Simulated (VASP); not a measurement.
# Au (Pm-3m) in VASP: notebook

Aim: see how the results for Au move with the level of theory and the settings. Levels: PBE, LDA. Tasks: relaxation of cell and atoms, single point.

All numbers are computed with VASP 6.6.1; they aren't measurements. Logs are shortened: lines on timing, memory, paths and dates and some standing lists are left out, and cuts for length are marked.

**1. The cell of the first run**

Symmetry: Pm-3m, No. 221, cubic system. Conventional cell: a = 3.928 Å, b = 3.928 Å, c = 3.928 Å, α = 90.00°, β = 90.00°, γ = 90.00°. Within 3.7 Å of Au (site symmetry 4/mmm) lie 8 Au at 2.78 Å.

**2. Relaxation of cell and atoms, PBE**

Input file INCAR:

```
SYSTEM = Au
ALGO = Fast ; EDIFF = 1E-6
EDIFFG = -0.04 ; ENCUT = 600
GGA = PE ; IBRION = 2
ISIF = 3 ; ISMEAR = 0
LASPH = .True. ; LCHARG = .False.
LREAL = .False. ; LWAVE = .False.
NELM = 60 ; NSW = 90
PREC = Accurate ; SIGMA = 0.1
```

Input file KPOINTS:

```
k-points
0
Gamma
  4 4 4
  0 0 0
```

Input file POSCAR:

```
Au
1.0
    3.9284130800      0.0000000000      0.0000000000
    0.0000000000      3.9284130800      0.0000000000
    0.0000000000      0.0000000000      3.9284130800
Au
3
Direct
    0.5000000000      0.0000000000      0.0000000000
    0.0000000000      0.5000000000      0.0000000000
    0.0000000000      0.0000000000      0.5000000000
```

Potentials or basis: VASP PAW PBE potentials, release 64 (Au).

Launch:

```bash
$ cat potpaw_PBE.64/Au/POTCAR > POTCAR
$ mpirun -np 1 vasp_std > vasp.out
```

OUTCAR:

```text
SYSTEM = Au
   EDIFF = 1E-6
   EDIFFG = -0.04
   ENCUT = 600
   GGA = PE
   IBRION = 2
   ISIF = 3
   ISMEAR = 0
   LASPH = .True.
   LREAL = .False.
   NELM = 60
   NSW = 90
   PREC = Accurate

 ion  position               nearest neighbor table
   1  0.500  0.000  0.000-   2 2.78   3 2.78   3 2.78   2 2.78   2 2.78   3 2.78   3 2.78   2 2.78

   2  0.000  0.500  0.000-   1 2.78   3 2.78   3 2.78   1 2.78   3 2.78   3 2.78   1 2.78   1 2.78

   3  0.000  0.000  0.500-   1 2.78   2 2.78   1 2.78   2 2.78   2 2.78   2 2.78   1 2.78   1 2.78

  LATTYP: Found a simple cubic cell.
 ALAT       =     3.9284130800

  Lattice vectors:

 A1 = (   3.9284130800,   0.0000000000,   0.0000000000)
 A2 = (   0.0000000000,   3.9284130800,   0.0000000000)
 A3 = (   0.0000000000,   0.0000000000,   3.9284130800)

Analysis of symmetry for initial positions (statically):
=====================================================================
 Subroutine PRICEL returns:
 Original cell was already a primitive cell.

 Routine SETGRP: Setting up the symmetry group for a
 simple cubic supercell.

 Subroutine GETGRP returns: Found 48 space group operations
 (whereof 48 operations were pure point group operations)
 out of a pool of 48 trial point group operations.

The static configuration has the point symmetry O_h .

Analysis of symmetry for dynamics (positions and initial velocities):
=====================================================================
 Subroutine PRICEL returns:
 Original cell was already a primitive cell.

 Routine SETGRP: Setting up the symmetry group for a
 simple cubic supercell.

 Subroutine GETGRP returns: Found 48 space group operations
 (whereof 48 operations were pure point group operations)
 out of a pool of 48 trial point group operations.

The dynamic configuration has the point symmetry O_h .

 Subroutine INISYM returns: Found 48 space group operations
 (whereof 48 operations are pure point group operations),
 and found     1 'primitive' translations

----------------------------------------------------------------------------------------

                                     Primitive cell

  volume of cell :      60.6250

  direct lattice vectors                    reciprocal lattice vectors
     3.928413080  0.000000000  0.000000000     0.254555715  0.000000000  0.000000000
     0.000000000  3.928413080  0.000000000     0.000000000  0.254555715  0.000000000
     0.000000000  0.000000000  3.928413080     0.000000000  0.000000000  0.254555715

  length of vectors
     3.928413080  3.928413080  3.928413080     0.254555715  0.254555715  0.254555715

  position of ions in fractional coordinates (direct lattice)
     0.500000000  0.000000000  0.000000000
     0.000000000  0.500000000  0.000000000
     0.000000000  0.000000000  0.500000000

  ion indices of the primitive-cell ions
   primitive index   ion index
                 1           1
                 2           2
                 3           3

----------------------------------------------------------------------------------------

 KPOINTS: k-points

Automatic generation of k-mesh.
 Grid dimensions read from file:
 generate k-points for:    4    4    4

 Generating k-lattice:

  Cartesian coordinates                     Fractional coordinates (reciprocal lattice)
     0.063638929  0.000000000  0.000000000     0.250000000  0.000000000  0.000000000
     0.000000000  0.063638929  0.000000000     0.000000000  0.250000000  0.000000000
     0.000000000  0.000000000  0.063638929     0.000000000  0.000000000  0.250000000

  Length of vectors
     0.063638929  0.063638929  0.063638929

  Shift w.r.t. Gamma in fractional coordinates (k-lattice)
     0.000000000  0.000000000  0.000000000

 Subroutine IBZKPT returns following result:
 ===========================================

 Found     10 irreducible k-points:

 Following reciprocal coordinates:
            Coordinates               Weight
  0.000000  0.000000  0.000000      1.000000
  0.250000  0.000000  0.000000      6.000000
  0.500000  0.000000  0.000000      3.000000
  0.250000  0.250000  0.000000     12.000000
  0.500000  0.250000  0.000000     12.000000
  0.500000  0.500000  0.000000      3.000000
  0.250000  0.250000  0.250000      8.000000
  0.500000  0.250000  0.250000     12.000000
  0.500000  0.500000  0.250000      6.000000
  0.500000  0.500000  0.500000      1.000000
   k-points           NKPTS =     10   k-points in BZ     NKDIM =     10   number of bands    NBANDS=     20
   number of dos      NEDOS =    301   number of ions     NIONS =      3
   total plane-waves  NPLWV =  32768
   dimension x,y,z NGX =    32 NGY =   32 NGZ =   32
   dimension x,y,z NGXF=    64 NGYF=   64 NGZF=   64
   ions per type =               3
   NGX,Y,Z   is equivalent  to a cutoff of  13.54, 13.54, 13.54 a.u.
   NGXF,Y,Z  is equivalent  to a cutoff of  27.08, 27.08, 27.08 a.u.
 SYSTEM =  Au
   PREC   = accura    normal or accurate (medium, high low for compatibility)
   ISTART =      0    job   : 0-new  1-cont  2-samecut
   ICHARG =      2    charge: 1-file 2-atom 10-const
   ISPIN  =      1    spin polarized calculation?
   LNONCOLLINEAR =      F non collinear calculations
   LSORBIT =      F    spin-orbit coupling
   LASPH  =      T    aspherical Exc in radial PAW
   ENCUT  =  600.0 eV  44.10 Ry    6.64 a.u.   7.85  7.85  7.85*2*pi/ulx,y,z
   NELM   =     60;   NELMIN=  2; NELMDL= -5     # of ELM steps
   EDIFF  = 0.1E-05   stopping-criterion for ELM
   LREAL  =      F    real-space projection
   EDIFFG = -.4E-01   stopping-criterion for IOM
   NSW    =     90    number of steps for IOM
   IBRION =      2    ionic relax: 0-MD 1-quasi-New 2-CG
   NFREE  =      1    steps in history (QN), initial steepest desc. (CG)
   ISIF   =      3    stress and relaxation
   ISYM   =      2    0-nonsym 1-usesym 2-fastsym
   POTIM  = 0.5000    time-step for ionic-motion
   TEBEG  =    0.0;   TEEND  =   0.0 temperature during run
   PSTRESS=    0.0 pullay stress
   NELECT =      33.0000    total number of electrons
   NUPDOWN=      -1.0000    fix difference up-down
   EMIN   =  10.00;   EMAX   =-10.00  energy-range for DOS
   EFERMI =   0.00;   METHOD = LEGACY
   ISMEAR =     0;   SIGMA  =   0.10  broadening in eV -4-tet -1-fermi 0-gaus
   EFERMI_NEDOS =   21; number of points for ismear=-14 and -15
   IALGO  =     68    algorithm
   IMIX   =      4    mixing-type and parameters
     AMIX     =   0.40;   BMIX     =  1.00
     AMIX_MAG =   1.60;   BMIX_MAG =  1.00
  volume/ion in A,a.u.               =      20.21       136.37
  Fermi-wavevector in a.u.,A,eV,Ry     =   1.336685  2.525968 24.309885  1.786726
  Thomas-Fermi vector in A             =   2.465292
   LORBIT       =      0    0 simple, 1 ext, 2 COOP (PROOUT), +10 PAW based schemes
   GGA     = PE    functional components
   LHFCALC =     F    Hartree Fock is set to
   AEXX    =    0.0000 exact exchange contribution
   IVDW    =     0    specifies the selected vdW correction
   LEPSILON=     F    determine dielectric tensor
   LRPA    =     F    only Hartree local field effects (RPA)
 conjugate gradient relaxation of ions
 non-spin polarized calculation
 RMM-DIIS sequential band-by-band and
 Gauss-broadening in eV      SIGMA  =   0.10
  energy-cutoff  :      600.00
  volume of cell :       60.62
 maximum number of plane-waves:      2048
 NGX is ok and might be reduce to    32
   NGX = 15   NGY = 15   NGZ = 15

--------------------------------------- Ionic step        1  -------------------------------------------

 number of electron      32.9999990 magnetization

 Free energy of the ion-electron system (eV)
  ---------------------------------------------------
  ext. energy  EPLUGINS =         0.00000000
  ---------------------------------------------------
  free energy    TOTEN  =        -9.53910459 eV

  energy without entropy =       -9.53579139  energy(sigma->0) =       -9.53744799

------------------------ aborting loop because EDIFF is reached ----------------------------------------

  FORCE on cell =-STRESS in cart. coord.  units (eV):
  Direction    XX          YY          ZZ          XY          YZ          ZX
  --------------------------------------------------------------------------------------
  -------------------------------------------------------------------------------------
  Total        1.6746865      1.6746865      1.6746865      0.0000000      0.0000000     -0.0000000
  in kB       44.2580898     44.2580898     44.2580898      0.0000000      0.0000000     -0.0000000
  external PRESSURE =      44.2580898 kB  Pullay stress =       0.0000000 kB

 VOLUME and BASIS-vectors are now :
 -----------------------------------------------------------------------------
  energy-cutoff  :      600.00
  volume of cell :       60.62
      direct lattice vectors                 reciprocal lattice vectors
     3.928413080  0.000000000  0.000000000     0.254555715  0.000000000  0.000000000
     0.000000000  3.928413080  0.000000000     0.000000000  0.254555715  0.000000000
     0.000000000  0.000000000  3.928413080     0.000000000  0.000000000  0.254555715

 POSITION                                       TOTAL-FORCE (eV/Angst)
 -----------------------------------------------------------------------------------
      1.96421      0.00000      0.00000         0.000000      0.000000      0.000000
      0.00000      1.96421      0.00000         0.000000      0.000000      0.000000
      0.00000      0.00000      1.96421         0.000000      0.000000      0.000000
 -----------------------------------------------------------------------------------
    total drift:                                0.000000      0.000000     -0.000000

  FREE ENERGIE OF THE ION-ELECTRON SYSTEM (eV)
  ---------------------------------------------------
  free  energy   TOTEN  =        -9.5391045944 eV
[... 17 lines left out ...]
 VOLUME and BASIS-vectors are now :
 -----------------------------------------------------------------------------
  energy-cutoff  :      600.00
  volume of cell :       65.66
      direct lattice vectors                 reciprocal lattice vectors
     4.034206977  0.000000000 -0.000000000     0.247880192 -0.000000000 -0.000000000
     0.000000000  4.034206977  0.000000000    -0.000000000  0.247880192 -0.000000000
     0.000000000  0.000000000  4.034206977     0.000000000 -0.000000000  0.247880192

 POSITION                                       TOTAL-FORCE (eV/Angst)
 -----------------------------------------------------------------------------------
      2.01710      0.00000     -0.00000        -0.000000     -0.000000      0.000000
      0.00000      2.01710      0.00000         0.000000     -0.000000      0.000000
      0.00000      0.00000      2.01710        -0.000000      0.000000      0.000000
 -----------------------------------------------------------------------------------
    total drift:                                0.000000      0.000000     -0.000000

  FREE ENERGIE OF THE ION-ELECTRON SYSTEM (eV)
  ---------------------------------------------------
  free  energy   TOTEN  =        -9.5258441692 eV

  energy  without entropy=       -9.5224065643  energy(sigma->0) =       -9.52412537

--------------------------------------- Ionic step        3  -------------------------------------------

 number of electron      33.0000000 magnetization

 Free energy of the ion-electron system (eV)
  ---------------------------------------------------
  ext. energy  EPLUGINS =         0.00000000
  ---------------------------------------------------
  free energy    TOTEN  =        -9.56814608 eV

  energy without entropy =       -9.56482047  energy(sigma->0) =       -9.56648328

 E-fermi :   6.1672     XC(G=0): -11.2671

 val. band max:        6.0986411134   @ k =   0.2500   0.0000   0.0000
 cond. band min:       7.2634635145   @ k =   0.2500   0.2500   0.0000
 fundamental gap:      1.1648224012
 Fermi energy:         6.1671805199

 k-point     1 :       0.0000    0.0000    0.0000
  band No.  band energies     occupation
      1      -2.1645      2.00000
      2       0.2950      2.00000
      3       0.5964      2.00000
      4       0.5964      2.00000
      5       0.5964      2.00000
      6       1.1109      2.00000
[... 12 lines left out ...]
     19       9.4732      0.00000
     20      13.1278      0.00000

 k-point     2 :       0.2500    0.0000    0.0000
  band No.  band energies     occupation
      1      -1.5087      2.00000
      2       0.6982      2.00000
      3       0.7110      2.00000
      4       0.9980      2.00000
      5       0.9980      2.00000
      6       1.2444      2.00000
[... 209 lines left out ...]
 VOLUME and BASIS-vectors are now :
 -----------------------------------------------------------------------------
  energy-cutoff  :      600.00
  volume of cell :       62.82
      direct lattice vectors                 reciprocal lattice vectors
     3.975337155  0.000000000 -0.000000000     0.251550991 -0.000000000 -0.000000000
     0.000000000  3.975337155  0.000000000    -0.000000000  0.251550991 -0.000000000
     0.000000000  0.000000000  3.975337155     0.000000000 -0.000000000  0.251550991

 POSITION                                       TOTAL-FORCE (eV/Angst)
 -----------------------------------------------------------------------------------
      1.98767      0.00000     -0.00000        -0.000000     -0.000000      0.000000
      0.00000      1.98767      0.00000         0.000000     -0.000000      0.000000
      0.00000      0.00000      1.98767        -0.000000      0.000000      0.000000
 -----------------------------------------------------------------------------------
    total drift:                                0.000000      0.000000     -0.000000

  FREE ENERGIE OF THE ION-ELECTRON SYSTEM (eV)
  ---------------------------------------------------
  free  energy   TOTEN  =        -9.5681460807 eV

  energy  without entropy=       -9.5648204724  energy(sigma->0) =       -9.56648328

 reached required accuracy - stopping structural energy minimisation
```

Wall time 43 s (1 thread of Intel Xeon Platinum 8259CL at 2.50GHz (Skylake/Cascade Lake), shared host); peak memory 0.18 GiB.

What came out:

```
Free energy                            : -9.5681 eV
Relaxed volume                         : 20.94 Å³/atom
Relaxed cell                           : a = 3.975 Å, b = 3.975 Å, c = 3.975 Å, α = 90.00°, β = 90.00°, γ = 90.00°
Space group after relaxing (to 0.05 Å) : Pm-3m (No. 221)
Energy gained by relaxing              : 9.7 meV/atom
Ionic steps                            : 3
Pressure after relaxing                : 0.0 GPa
```

Step by step:
| step | energy change (eV) | largest force (eV/Å) | pressure (GPa) | volume (Å³) |
| --- | --- | --- | --- | --- |
| 1 | 0.0000 | 0.0000 | 4.43 | 60.62 |
| 2 | 0.0133 | 0.0000 | -4.53 | 65.66 |
| 3 | -0.0290 | 0.0000 | -0.03 | 62.82 |

Final structure:
```
CELL_PARAMETERS angstrom
3.97534 0.00000 0.00000
0.00000 3.97534 0.00000
0.00000 0.00000 3.97534
ATOMIC_POSITIONS crystal
Au 0.50000 0.00000 0.00000
Au 0.00000 0.50000 0.00000
Au 0.00000 0.00000 0.50000
```

Caveat: the k points lie up to 0.40 Å⁻¹ apart in the final cell; spin-orbit coupling is left out, which moves the levels of the heavy elements.

(Continued in part 2 of 2.)
